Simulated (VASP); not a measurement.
# HfB2 (Fd-3m) in VASP: notebook, part 2 of 2

VASP 6.6.1.

### 3 Relaxation of cell and atoms, PBE

This run uses another cell than the first one, of 49.71 Å³/atom.

The input, INCAR:

```
SYSTEM = HfB2
PREC = Accurate ; ENCUT = 600
EDIFF = 1E-7 ; ISMEAR = 0
SIGMA = 0.1 ; LREAL = .FALSE.
LASPH = .TRUE. ; NELM = 100
ALGO = Normal ; ISIF = 3
LWAVE = .FALSE. ; LCHARG = .FALSE.
GGA = PE ; IBRION = 2
NSW = 100 ; EDIFFG = -0.01
```

The input, KPOINTS:

```
Automatic mesh
0
G
  6 6 6
  0 0 0
```

The input, POSCAR:

```
HfB2
1.0
    0.0000000000      5.3031744442      5.3031744442
    5.3031744442      0.0000000000      5.3031744442
    5.3031744442      5.3031744442      0.0000000000
Hf B
2 4
Direct
    0.5000000000      0.5000000000      0.5000000000
    0.7500000000      0.7500000000      0.7500000000
    0.6250000000      0.6250000000      0.6250000000
    0.6250000000      0.6250000000      0.1250000000
    0.6250000000      0.1250000000      0.6250000000
    0.1250000000      0.6250000000      0.6250000000
```

Potentials or basis: VASP PAW PBE potentials, release 64 (Hf_pv, B).

Command:

```console
cat potpaw_PBE.64/Hf_pv/POTCAR potpaw_PBE.64/B/POTCAR > POTCAR
mpirun -np 1 vasp_std > vasp.out
```

OUTCAR:

```text
SYSTEM = HfB2
   PREC = Accurate
   ENCUT = 600
   EDIFF = 1E-7
   ISMEAR = 0
   LREAL = .FALSE.
   LASPH = .TRUE.
   NELM = 100
   ISIF = 3
   GGA = PE
   IBRION = 2
   NSW = 100
   EDIFFG = -0.01

 ion  position               nearest neighbor table
   1  0.500  0.500  0.500-   3 2.30   4 2.30   5 2.30   6 2.30
   2  0.750  0.750  0.750-   3 2.30   4 2.30   5 2.30   6 2.30
   3  0.625  0.625  0.625-   1 2.30   2 2.30
   4  0.625  0.625  0.125-   1 2.30   2 2.30
   5  0.625  0.125  0.625-   1 2.30   2 2.30
   6  0.125  0.625  0.625-   1 2.30   2 2.30

  LATTYP: Found a face centered cubic cell.
 ALAT       =    10.6063488884

  Lattice vectors:

 A1 = (   0.0000000000,   5.3031744442,   5.3031744442)
 A2 = (   5.3031744442,   0.0000000000,   5.3031744442)
 A3 = (   5.3031744442,   5.3031744442,   0.0000000000)

Analysis of symmetry for initial positions (statically):
=====================================================================
 Subroutine PRICEL returns:
 Original cell was already a primitive cell.

 Routine SETGRP: Setting up the symmetry group for a
 face centered cubic supercell.

 Subroutine GETGRP returns: Found 48 space group operations
 (whereof 24 operations were pure point group operations)
 out of a pool of 48 trial point group operations.

The static configuration has the point symmetry T_d .
 The point group associated with its full space group is O_h .

Analysis of symmetry for dynamics (positions and initial velocities):
=====================================================================
 Subroutine PRICEL returns:
 Original cell was already a primitive cell.

 Routine SETGRP: Setting up the symmetry group for a
 face centered cubic supercell.

 Subroutine GETGRP returns: Found 48 space group operations
 (whereof 24 operations were pure point group operations)
 out of a pool of 48 trial point group operations.

The dynamic configuration has the point symmetry T_d .
 The point group associated with its full space group is O_h .

 Subroutine INISYM returns: Found 48 space group operations
 (whereof 24 operations are pure point group operations),
 and found     1 'primitive' translations

----------------------------------------------------------------------------------------

                                     Primitive cell

  volume of cell :     298.2893

  direct lattice vectors                    reciprocal lattice vectors
     0.000000000  5.303174444  5.303174444    -0.094283152  0.094283152  0.094283152
     5.303174444  0.000000000  5.303174444     0.094283152 -0.094283152  0.094283152
     5.303174444  5.303174444  0.000000000     0.094283152  0.094283152 -0.094283152

  length of vectors
[... 119 lines left out ...]

--------------------------------------- Ionic step        1  -------------------------------------------

 number of electron      31.9999999 magnetization

 Free energy of the ion-electron system (eV)
  ---------------------------------------------------
  ext. energy  EPLUGINS =         0.00000000
  ---------------------------------------------------
  free energy    TOTEN  =       -30.26900409 eV

  energy without entropy =      -30.19634311  energy(sigma->0) =      -30.23267360

------------------------ aborting loop because EDIFF is reached ----------------------------------------

  FORCE on cell =-STRESS in cart. coord.  units (eV):
  Direction    XX          YY          ZZ          XY          YZ          ZX
  --------------------------------------------------------------------------------------
  -------------------------------------------------------------------------------------
  Total        0.2230179      0.2230179      0.2230179     -0.0000000     -0.0000000     -0.0000000
  in kB        1.1978781      1.1978781      1.1978781     -0.0000000     -0.0000000     -0.0000000
  external PRESSURE =       1.1978781 kB  Pullay stress =       0.0000000 kB

 VOLUME and BASIS-vectors are now :
 -----------------------------------------------------------------------------
  energy-cutoff  :      600.00
  volume of cell :      298.29
      direct lattice vectors                 reciprocal lattice vectors
     0.000000000  5.303174444  5.303174444    -0.094283152  0.094283152  0.094283152
     5.303174444  0.000000000  5.303174444     0.094283152 -0.094283152  0.094283152
     5.303174444  5.303174444  0.000000000     0.094283152  0.094283152 -0.094283152

 POSITION                                       TOTAL-FORCE (eV/Angst)
 -----------------------------------------------------------------------------------
      5.30317      5.30317      5.30317        -0.000000     -0.000000     -0.000000
      7.95476      7.95476      7.95476         0.000000      0.000000      0.000000
      6.62897      6.62897      6.62897         0.000000      0.000000      0.000000
      3.97738      3.97738      6.62897         0.000000     -0.000000      0.000000
      3.97738      6.62897      3.97738         0.000000     -0.000000      0.000000
      6.62897      3.97738      3.97738         0.000000      0.000000      0.000000
 -----------------------------------------------------------------------------------
    total drift:                               -0.000000     -0.000000      0.000000

  FREE ENERGIE OF THE ION-ELECTRON SYSTEM (eV)
  ---------------------------------------------------
  free  energy   TOTEN  =       -30.2690040910 eV

  energy  without entropy=      -30.1963431051  energy(sigma->0) =      -30.23267360

--------------------------------------- Ionic step        2  -------------------------------------------

 number of electron      31.9999999 magnetization

 Free energy of the ion-electron system (eV)
  ---------------------------------------------------
  ext. energy  EPLUGINS =         0.00000000
  ---------------------------------------------------
  free energy    TOTEN  =       -30.26967367 eV

  energy without entropy =      -30.19638134  energy(sigma->0) =      -30.23302750

 E-fermi :  -2.4479     XC(G=0):  -5.1345

 val. band max:       -2.4597952897   @ k =  -0.3333   0.3333   0.1667
 cond. band min:      -2.4336064327   @ k =   0.5000   0.0000   0.0000
 fundamental gap:      0.0261888569
 Fermi energy:        -2.4478752309

 k-point     1 :       0.0000    0.0000    0.0000
  band No.  band energies     occupation
      1     -31.9485      2.00000
      2     -31.9485      2.00000
      3     -31.9485      2.00000
      4     -31.9478      2.00000
      5     -31.9478      2.00000
      6     -31.9478      2.00000
[... 357 lines left out ...]
     19      -1.6967      0.00000
     20      -1.6967      0.00000

------------------------ aborting loop because EDIFF is reached ----------------------------------------

  FORCE on cell =-STRESS in cart. coord.  units (eV):
  Direction    XX          YY          ZZ          XY          YZ          ZX
  --------------------------------------------------------------------------------------
  -------------------------------------------------------------------------------------
  Total        0.0275097      0.0275097      0.0275097      0.0000000     -0.0000000      0.0000000
  in kB        0.1469685      0.1469685      0.1469685      0.0000000     -0.0000000      0.0000000
  external PRESSURE =       0.1469685 kB  Pullay stress =       0.0000000 kB

 VOLUME and BASIS-vectors are now :
 -----------------------------------------------------------------------------
  energy-cutoff  :      600.00
  volume of cell :      299.90
      direct lattice vectors                 reciprocal lattice vectors
    -0.000000000  5.312683900  5.312683900    -0.094114389  0.094114389  0.094114389
     5.312683900 -0.000000000  5.312683900     0.094114389 -0.094114389  0.094114389
     5.312683900  5.312683900 -0.000000000     0.094114389  0.094114389 -0.094114389

 POSITION                                       TOTAL-FORCE (eV/Angst)
 -----------------------------------------------------------------------------------
      5.31268      5.31268      5.31268         0.000000      0.000000      0.000000
      7.96903      7.96903      7.96903        -0.000000     -0.000000     -0.000000
      6.64085      6.64085      6.64085        -0.000000      0.000000     -0.000000
      3.98451      3.98451      6.64085        -0.000000      0.000000     -0.000000
      3.98451      6.64085      3.98451        -0.000000      0.000000     -0.000000
      6.64085      3.98451      3.98451        -0.000000      0.000000     -0.000000
 -----------------------------------------------------------------------------------
    total drift:                               -0.000000     -0.000000      0.000000

  FREE ENERGIE OF THE ION-ELECTRON SYSTEM (eV)
  ---------------------------------------------------
  free  energy   TOTEN  =       -30.2696736659 eV

  energy  without entropy=      -30.1963813388  energy(sigma->0) =      -30.23302750

 reached required accuracy - stopping structural energy minimisation
```

It took 5.9 min on 1 thread of Intel Xeon 8259CL, shared host; peak memory 0.56 GiB.

Results:

```
Free energy                           : -30.2697 eV
Relaxed volume                        : 49.98 Å³/atom
Relaxed cell                          : a = 7.513 Å, b = 7.513 Å, c = 7.513 Å, α = 60.00°, β = 60.00°, γ = 60.00°
Space group after relaxing (to 0.1 Å) : Fd-3m (No. 227)
Energy gained by relaxing             : 0.1 meV/atom
Ionic steps                           : 2
Pressure after relaxing               : 0.0 GPa
Band gap on the k mesh                : zero (filled and empty bands touch)
```

Step by step:
```tsv
step	energy change (eV)	largest force (eV/Å)	pressure (GPa)	volume (Å³)
1	0.0000	0.0000	0.12	298.29
2	-0.0007	0.0000	0.01	299.90
```

Final structure:
```cif
data_structure
_symmetry_space_group_name_H-M 'P 1'
_symmetry_Int_Tables_number 1
_cell_length_a 7.5133
_cell_length_b 7.5133
_cell_length_c 7.5133
_cell_angle_alpha 60.000
_cell_angle_beta 60.000
_cell_angle_gamma 60.000
_cell_volume 299.90
loop_
_atom_site_label
_atom_site_type_symbol
_atom_site_fract_x
_atom_site_fract_y
_atom_site_fract_z
_atom_site_occupancy
Hf1 Hf 0.50000 0.50000 0.50000 1
Hf2 Hf 0.75000 0.75000 0.75000 1
B1 B 0.62500 0.62500 0.62500 1
B2 B 0.62500 0.62500 0.12500 1
B3 B 0.62500 0.12500 0.62500 1
B4 B 0.12500 0.62500 0.62500 1
```

Caveat: spin-orbit coupling is left out, which moves the levels of the heavy elements.

The gap in the log of VASP goes by the Fermi energy; the results here count the filled bands.